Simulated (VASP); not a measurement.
SrPrI, 6 atoms in the cell. Symmetry: P4/nmm, No. 129, tetragonal system. Conventional cell: a = 5.544 Å, b = 5.544 Å, c = 8.036 Å, α = 90.00°, β = 90.00°, γ = 90.00°. Sr (site symmetry 4mm) has 4 I at 3.39 Å and 4 Pr at 3.46 Å within 4.5 Å. Within 4.5 Å of Pr (site symmetry -4m2) lie 4 Sr at 3.46 Å and 4 Pr at 3.92 Å and 2 I at 4.02 Å. Within 4.5 Å of I (site symmetry -4m2) lie 4 Sr at 3.39 Å and 4 I at 3.92 Å and 2 Pr at 4.02 Å. The cell was generated, and may not be a known phase.

| Property | Result |
| --- | --- |
| Program | VASP 6.6.1 |
| Task | relaxation of cell and atoms |
| Functional | PBE |
| Potentials or basis | VASP PAW PBE potentials, release 64 (Sr_sv, Pr_3, I), 4f in core |
| Cutoff | 500 eV |
| k mesh | 4 × 4 × 2 |
| Occupations | gaussian, width 0.1 eV |
| Spin | no spin polarisation |
| Dipole correction | no |
| Further INCAR settings | ALGO = Normal; EDIFF = 1e-07; IBRION = 2; EDIFFG = -0.04; NSW = 90; ISIF = 3 |

Potentials or basis: VASP PAW PBE potentials, release 64 (Sr_sv, Pr_3, I), 4f in core.

Run with:

```bash
$ cat potpaw_PBE.64/Sr_sv/POTCAR potpaw_PBE.64/Pr_3/POTCAR potpaw_PBE.64/I/POTCAR > POTCAR
$ mpirun -np 1 vasp_std > vasp.out
```

Hardware: 1 thread of AMD EPYC 9R45 96-Core Processor (Zen 5) (shared host).

Problem. How long does it take, and how much memory?

Solution. Wall time 19 min on 1 thread of AMD EPYC 9R45 96-Core Processor (Zen 5), with other jobs on the host, peak memory 0.34 GiB. Counts: scf iterations 262, k points 12, ion steps 22.
